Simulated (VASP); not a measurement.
# FeO (P-6m2) in VASP: single point with LDA+U

Aim: the single point of FeO with LDA+U.

Everything below comes from runs of VASP 6.6.1. Logs are shortened: lines on timing, memory, paths and dates and some standing lists are left out, and cuts for length are marked.

**1. The cell of the first run**

It takes space group P-6m2 (No. 187, hexagonal). The conventional cell has a = 2.903 Å, b = 2.903 Å, c = 2.833 Å, α = 90.00°, β = 90.00°, γ = 120.00°. Fe (site symmetry -6m2) has 6 O at 2.19 Å and 8 Fe at 2.83 to 2.90 Å within 3.0 Å. Within 3.0 Å of O (site symmetry -6m2) lie 6 Fe at 2.19 Å and 8 O at 2.83 to 2.90 Å.

**2. Single point, LDA+U**

Input file INCAR:

```
SYSTEM = FeO
PREC = Accurate
ENCUT = 700
EDIFF = 1E-6
ISMEAR = 0
SIGMA = 0.05
LREAL = .FALSE.
LASPH = .TRUE.
NELM = 200
ALGO = Normal
ISIF = 2
LWAVE = .FALSE.
LCHARG = .FALSE.
LMAXMIX = 4
LDAU = .TRUE.
LDAUTYPE = 2
LDAUL = 2 -1
LDAUU = 1 0
LDAUJ = 0 0
LDAUPRINT = 1
NBANDS = 30
GGA_COMPAT = .FALSE.
```

Input file KPOINTS:

```
regular mesh
0
G
  7 7 7
  0 0 0
```

Input file POSCAR:

```
FeO
1.0
    2.9029055100      0.0000000000      0.0000000000
   -2.9029055000      5.0279798400      0.0000000000
    0.0000000000      0.0000000000      2.8330919500
Fe O
2 2
Direct
    0.0000000000      0.0000000000      0.0000000000
    0.0000000000      0.5000000000      0.0000000000
    0.6666666667      0.1666666667      0.5000000000
    0.6666666667      0.6666666667      0.5000000000
```

Potentials or basis: VASP PAW LDA potentials, release 64 (Fe_sv, O).

Run with:

```bash
$ cat potpaw_LDA.64/Fe_sv/POTCAR potpaw_LDA.64/O/POTCAR > POTCAR
$ mpirun -np 1 vasp_std > vasp.out
```

OUTCAR:

```text
SYSTEM = FeO
   PREC = Accurate
   ENCUT = 700
   EDIFF = 1E-6
   ISMEAR = 0
   LREAL = .FALSE.
   LASPH = .TRUE.
   NELM = 200
   ISIF = 2

 ion  position               nearest neighbor table
   1  0.000  0.000  0.000-   3 2.19   3 2.19   3 2.19   3 2.19   4 2.19   4 2.19
   2  0.000  0.500  0.000-   4 2.19   4 2.19   4 2.19   4 2.19   3 2.19   3 2.19
   3  0.667  0.167  0.500-   1 2.19   1 2.19   1 2.19   1 2.19   2 2.19   2 2.19
   4  0.667  0.667  0.500-   2 2.19   2 2.19   2 2.19   2 2.19   1 2.19   1 2.19

  LATTYP: Found a simple orthorhombic cell.
 ALAT       =     2.8330919500
 B/A-ratio  =     1.0246421794
 C/A-ratio  =     1.7747323168

  Lattice vectors:

 A1 = (   0.0000000000,   0.0000000000,   2.8330919500)
 A2 = (   2.9029055100,   0.0000000000,   0.0000000000)
 A3 = (   0.0000000100,   5.0279798400,   0.0000000000)

Analysis of symmetry for initial positions (statically):
=====================================================================
 Subroutine PRICEL returns following result:

  LATTYP: Found a hexagonal cell.
 ALAT       =     2.9029055100
 C/A-ratio  =     0.9759504539

  Lattice vectors:

 A1 = (   2.9029055100,   0.0000000000,   0.0000000000)
 A2 = (  -1.4514527500,   2.5139899200,   0.0000000000)
 A3 = (   0.0000000000,   0.0000000000,   2.8330919500)

   2 primitive cells build up your supercell.

 Routine SETGRP: Setting up the symmetry group for a
 simple orthorhombic supercell.

 Subroutine GETGRP returns: Found  4 space group operations
 (whereof  4 operations were pure point group operations)
 out of a pool of  8 trial point group operations.

The static configuration has the point symmetry C_2v.

Analysis of symmetry for dynamics (positions and initial velocities):
=====================================================================
 Subroutine PRICEL returns following result:

  LATTYP: Found a hexagonal cell.
 ALAT       =     2.9029055100
 C/A-ratio  =     0.9759504539

  Lattice vectors:

 A1 = (   2.9029055100,   0.0000000000,   0.0000000000)
 A2 = (  -1.4514527500,   2.5139899200,   0.0000000000)
 A3 = (   0.0000000000,   0.0000000000,   2.8330919500)

   2 primitive cells build up your supercell.

 Routine SETGRP: Setting up the symmetry group for a
 simple orthorhombic supercell.

 Subroutine GETGRP returns: Found  4 space group operations
 (whereof  4 operations were pure point group operations)
 out of a pool of  8 trial point group operations.

The dynamic configuration has the point symmetry C_2v.

 Subroutine INISYM returns: Found  4 space group operations
 (whereof  4 operations are pure point group operations),
 and found     2 'primitive' translations

----------------------------------------------------------------------------------------

                                     Primitive cell

  volume of cell :      20.6756

  direct lattice vectors                    reciprocal lattice vectors
     2.902905510  0.000000000  0.000000000     0.344482449  0.198887034  0.000000000
    -1.451452750  2.513989920  0.000000000     0.000000000  0.397774069  0.000000000
     0.000000000  0.000000000  2.833091950     0.000000000  0.000000000  0.352971248

  length of vectors
     2.902905510  2.902905511  2.833091950     0.397774069  0.397774069  0.352971248

  position of ions in fractional coordinates (direct lattice)
     0.000000000  0.000000000  0.000000000
     0.666666667  0.333333333  0.500000000

  ion indices of the primitive-cell ions
   primitive index   ion index
                 1           1
                 2           3

----------------------------------------------------------------------------------------

 KPOINTS: regular mesh

Automatic generation of k-mesh.
 Grid dimensions read from file:
 generate k-points for:    7    7    7

 Generating k-lattice:
[... 59 lines left out ...]
   LASPH  =      T    aspherical Exc in radial PAW
   ENCUT  =  700.0 eV  51.45 Ry    7.17 a.u.   6.26 12.52  6.11*2*pi/ulx,y,z
   NELM   =    200;   NELMIN=  2; NELMDL= -5     # of ELM steps
   EDIFF  = 0.1E-05   stopping-criterion for ELM
   LREAL  =      F    real-space projection
   EDIFFG = 0.1E-04   stopping-criterion for IOM
   NSW    =      0    number of steps for IOM
   IBRION =     -1    ionic relax: 0-MD 1-quasi-New 2-CG
   NFREE  =      0    steps in history (QN), initial steepest desc. (CG)
   ISIF   =      2    stress and relaxation
   ISYM   =      2    0-nonsym 1-usesym 2-fastsym
   POTIM  = 0.5000    time-step for ionic-motion
   TEBEG  =    0.0;   TEEND  =   0.0 temperature during run
   PSTRESS=    0.0 pullay stress
   NELECT =      44.0000    total number of electrons
   NUPDOWN=      -1.0000    fix difference up-down
   EMIN   =  10.00;   EMAX   =-10.00  energy-range for DOS
   EFERMI =   0.00;   METHOD = LEGACY
   ISMEAR =     0;   SIGMA  =   0.05  broadening in eV -4-tet -1-fermi 0-gaus
   EFERMI_NEDOS =   21; number of points for ismear=-14 and -15
   IALGO  =     38    algorithm
   IMIX   =      4    mixing-type and parameters
     AMIX     =   0.40;   BMIX     =  1.00
     AMIX_MAG =   1.60;   BMIX_MAG =  1.00
  volume/ion in A,a.u.               =      10.34        69.76
  Fermi-wavevector in a.u.,A,eV,Ry     =   1.671334  3.158364 38.005953  2.793359
  Thomas-Fermi vector in A             =   2.756675
   LORBIT       =      0    0 simple, 1 ext, 2 COOP (PROOUT), +10 PAW based schemes
 LDA+U is selected, type is set to LDAUTYPE =  2
   angular momentum for each species LDAUL =     2   -1
   U (eV)           for each species LDAUU =   1.0  0.0
   J (eV)           for each species LDAUJ =   0.0  0.0
   GGA     = CA    functional components
   LHFCALC =     F    Hartree Fock is set to
   AEXX    =    0.0000 exact exchange contribution
   IVDW    =     0    specifies the selected vdW correction
   LEPSILON=     F    determine dielectric tensor
   LRPA    =     F    only Hartree local field effects (RPA)
 non-spin polarized calculation
 Gauss-broadening in eV      SIGMA  =   0.05
  energy-cutoff  :      700.00
  volume of cell :       41.35
 maximum number of plane-waves:      1755
 NGX is ok and might be reduce to    28
   NGX = 13   NGY = 25   NGZ = 13

atom =   1  type =  1  l = 2

 onsite density matrix

spin component  1

  0.6002 -0.0000 -0.0000  0.0000 -0.0000
 -0.0000  0.4721 -0.0000  0.0000 -0.0000
 -0.0000 -0.0000  0.6662  0.0000 -0.0005
  0.0000  0.0000  0.0000  0.4718  0.0000
 -0.0000 -0.0000 -0.0005  0.0000  0.6013

spin component  2

  0.6002 -0.0000 -0.0000  0.0000 -0.0000
 -0.0000  0.4721 -0.0000  0.0000 -0.0000
 -0.0000 -0.0000  0.6662  0.0000 -0.0005
  0.0000  0.0000  0.0000  0.4718  0.0000
 -0.0000 -0.0000 -0.0005  0.0000  0.6013

 occupancies and eigenvectors

  o =  0.4718  v =  0.0000  0.0000 -0.0000 -1.0000 -0.0000  0.0000  0.0000  0.0000  0.0000  0.0000      0.0000  0.0000  0.0000  0.0000  0.0000  0.0000  0.0000  0.0000  0.0000  0.0000
  o =  0.4718  v =  0.0000  0.0000  0.0000  0.0000  0.0000  0.0000  0.0000 -0.0000 -1.0000 -0.0000      0.0000  0.0000  0.0000  0.0000  0.0000  0.0000  0.0000  0.0000  0.0000  0.0000
  o =  0.4721  v =  0.0000  1.0000  0.0000  0.0000  0.0000  0.0000  0.0000  0.0000  0.0000  0.0000      0.0000  0.0000  0.0000  0.0000  0.0000  0.0000  0.0000  0.0000  0.0000  0.0000
  o =  0.4721  v =  0.0000  0.0000  0.0000  0.0000  0.0000  0.0000  1.0000  0.0000  0.0000  0.0000      0.0000  0.0000  0.0000  0.0000  0.0000  0.0000  0.0000  0.0000  0.0000  0.0000
  o =  0.6002  v =  0.0000  0.0000  0.0000  0.0000  0.0000 -1.0000  0.0000 -0.0000 -0.0000 -0.0000      0.0000  0.0000  0.0000  0.0000  0.0000  0.0000  0.0000  0.0000  0.0000  0.0000
  o =  0.6002  v = -1.0000  0.0000 -0.0000 -0.0000 -0.0000  0.0000  0.0000  0.0000  0.0000  0.0000      0.0000  0.0000  0.0000  0.0000  0.0000  0.0000  0.0000  0.0000  0.0000  0.0000
  o =  0.6013  v =  0.0000  0.0000  0.0000  0.0000  0.0000 -0.0000 -0.0000  0.0078  0.0000  1.0000      0.0000  0.0000  0.0000  0.0000  0.0000  0.0000  0.0000  0.0000  0.0000  0.0000
  o =  0.6013  v = -0.0000 -0.0000  0.0078  0.0000  1.0000  0.0000  0.0000  0.0000  0.0000  0.0000      0.0000  0.0000  0.0000  0.0000  0.0000  0.0000  0.0000  0.0000  0.0000  0.0000
  o =  0.6662  v =  0.0000  0.0000 -1.0000 -0.0000  0.0078  0.0000  0.0000  0.0000  0.0000  0.0000      0.0000  0.0000  0.0000  0.0000  0.0000  0.0000  0.0000  0.0000  0.0000  0.0000
  o =  0.6662  v =  0.0000  0.0000  0.0000  0.0000  0.0000  0.0000  0.0000 -1.0000 -0.0000  0.0078      0.0000  0.0000  0.0000  0.0000  0.0000  0.0000  0.0000  0.0000  0.0000  0.0000

atom =   2  type =  1  l = 2

 onsite density matrix

spin component  1

  0.6002 -0.0000 -0.0000  0.0000 -0.0000
 -0.0000  0.4721 -0.0000  0.0000 -0.0000
 -0.0000 -0.0000  0.6662  0.0000 -0.0005
  0.0000  0.0000  0.0000  0.4718  0.0000
 -0.0000 -0.0000 -0.0005  0.0000  0.6013

spin component  2

  0.6002 -0.0000 -0.0000  0.0000 -0.0000
 -0.0000  0.4721 -0.0000  0.0000 -0.0000
 -0.0000 -0.0000  0.6662  0.0000 -0.0005
  0.0000  0.0000  0.0000  0.4718  0.0000
 -0.0000 -0.0000 -0.0005  0.0000  0.6013

 occupancies and eigenvectors

  o =  0.4718  v =  0.0000  0.0000  0.0000 -1.0000  0.0000  0.0000  0.0000  0.0000  0.0000  0.0000      0.0000  0.0000  0.0000  0.0000  0.0000  0.0000  0.0000  0.0000  0.0000  0.0000
  o =  0.4718  v =  0.0000  0.0000  0.0000  0.0000  0.0000  0.0000  0.0000  0.0000 -1.0000  0.0000      0.0000  0.0000  0.0000  0.0000  0.0000  0.0000  0.0000  0.0000  0.0000  0.0000
  o =  0.4721  v =  0.0000  1.0000  0.0000  0.0000  0.0000  0.0000  0.0000  0.0000  0.0000  0.0000      0.0000  0.0000  0.0000  0.0000  0.0000  0.0000  0.0000  0.0000  0.0000  0.0000
  o =  0.4721  v =  0.0000  0.0000  0.0000  0.0000  0.0000  0.0000  1.0000  0.0000  0.0000  0.0000      0.0000  0.0000  0.0000  0.0000  0.0000  0.0000  0.0000  0.0000  0.0000  0.0000
  o =  0.6002  v =  0.0000  0.0000  0.0000  0.0000  0.0000 -1.0000  0.0000 -0.0000 -0.0000 -0.0000      0.0000  0.0000  0.0000  0.0000  0.0000  0.0000  0.0000  0.0000  0.0000  0.0000
  o =  0.6002  v = -1.0000  0.0000 -0.0000 -0.0000 -0.0000  0.0000  0.0000  0.0000  0.0000  0.0000      0.0000  0.0000  0.0000  0.0000  0.0000  0.0000  0.0000  0.0000  0.0000  0.0000
  o =  0.6013  v =  0.0000  0.0000  0.0000  0.0000  0.0000 -0.0000 -0.0000  0.0078  0.0000  1.0000      0.0000  0.0000  0.0000  0.0000  0.0000  0.0000  0.0000  0.0000  0.0000  0.0000
  o =  0.6013  v = -0.0000 -0.0000  0.0078  0.0000  1.0000  0.0000  0.0000  0.0000  0.0000  0.0000      0.0000  0.0000  0.0000  0.0000  0.0000  0.0000  0.0000  0.0000  0.0000  0.0000
  o =  0.6662  v =  0.0000  0.0000 -1.0000 -0.0000  0.0078  0.0000  0.0000  0.0000  0.0000  0.0000      0.0000  0.0000  0.0000  0.0000  0.0000  0.0000  0.0000  0.0000  0.0000  0.0000
  o =  0.6662  v =  0.0000  0.0000  0.0000  0.0000  0.0000  0.0000  0.0000 -1.0000 -0.0000  0.0078      0.0000  0.0000  0.0000  0.0000  0.0000  0.0000  0.0000  0.0000  0.0000  0.0000

 number of electron      44.0000000 magnetization

 Free energy of the ion-electron system (eV)
  ---------------------------------------------------
  ext. energy  EPLUGINS =         0.00000000
  ---------------------------------------------------
  free energy    TOTEN  =       -27.96209818 eV

  energy without entropy =      -27.94710597  energy(sigma->0) =      -27.95460207

 E-fermi :   8.0160     XC(G=0): -12.9072

 val. band max:        8.0140638231   @ k =  -0.2857   0.2857   0.4286
 cond. band min:       8.0205780571   @ k =   0.1429   0.1429   0.4286
 fundamental gap:      0.0065142340
 Fermi energy:         8.0160323139

 k-point     1 :       0.0000    0.0000    0.0000
  band No.  band energies     occupation
      1     -77.9115      2.00000
      2     -77.9031      2.00000
      3     -44.6028      2.00000
      4     -44.5931      2.00000
      5     -44.5132      2.00000
      6     -44.4504      2.00000
[... 781 lines left out ...]
     29      16.4565      0.00000
     30      17.2650      0.00000

 [... further k-points ...]

------------------------ aborting loop because EDIFF is reached ----------------------------------------

  FORCE on cell =-STRESS in cart. coord.  units (eV):
  Direction    XX          YY          ZZ          XY          YZ          ZX
  --------------------------------------------------------------------------------------
  -------------------------------------------------------------------------------------
  Total      -10.3808833    -10.4735009    -12.9362057     -0.0000000      0.0000000      0.0000000
  in kB     -402.2145654   -405.8030997   -501.2223151     -0.0000008      0.0000000      0.0000000
  external PRESSURE =    -436.4133267 kB  Pullay stress =       0.0000000 kB

 VOLUME and BASIS-vectors are now :
 -----------------------------------------------------------------------------
  energy-cutoff  :      700.00
  volume of cell :       41.35
      direct lattice vectors                 reciprocal lattice vectors
     2.902905510  0.000000000  0.000000000     0.344482449  0.198887034  0.000000000
    -2.902905500  5.027979840  0.000000000     0.000000000  0.198887035  0.000000000
     0.000000000  0.000000000  2.833091950     0.000000000  0.000000000  0.352971248

 POSITION                                       TOTAL-FORCE (eV/Angst)
 -----------------------------------------------------------------------------------
      0.00000      0.00000      0.00000         0.000000      0.009992      0.000000
     -1.45145      2.51399      0.00000         0.000000      0.009992      0.000000
      1.45145      0.83800      1.41655        -0.000000     -0.009992     -0.000000
      0.00000      3.35199      1.41655        -0.000000     -0.009992     -0.000000
 -----------------------------------------------------------------------------------
    total drift:                                0.000018      0.000004     -0.000000

  FREE ENERGIE OF THE ION-ELECTRON SYSTEM (eV)
  ---------------------------------------------------
  free  energy   TOTEN  =       -27.9620981760 eV

  energy  without entropy=      -27.9471059680  energy(sigma->0) =      -27.95460207
```

It took 88 s on 1 thread of Intel Xeon Platinum 8259CL at 2.50GHz (Skylake/Cascade Lake), shared host; peak memory 0.22 GiB.

Results:

| Item | Value |
| --- | --- |
| Free energy | -27.9621 eV |
| Pressure | -43.6 GPa |
| Largest force | 0.010 eV/Å |
| Band gap on the k mesh | zero (bands 22 and 23 overlap by 0.46 eV) |

Forces on the atoms (eV/Å):
```
Fe   0.000  0.010  0.000
Fe   0.000  0.010  0.000
O    0.000 -0.010  0.000
O    0.000 -0.010  0.000
```

Eigenvalues of the final occupation matrices:
| site | spin | trace | eigenvalues |
| --- | --- | --- | --- |
| site 1 d | 1 | 2.81 | 0.47 0.47 0.60 0.60 0.67 |
| site 1 d | 2 | 2.81 | 0.47 0.47 0.60 0.60 0.67 |
| site 2 d | 1 | 2.81 | 0.47 0.47 0.60 0.60 0.67 |
| site 2 d | 2 | 2.81 | 0.47 0.47 0.60 0.60 0.67 |

Caveat: the stress differs along the axes, from -50 to -40 GPa; the run has no spin polarisation, though such a crystal can be magnetic; U without spin polarisation on a metal has little footing.
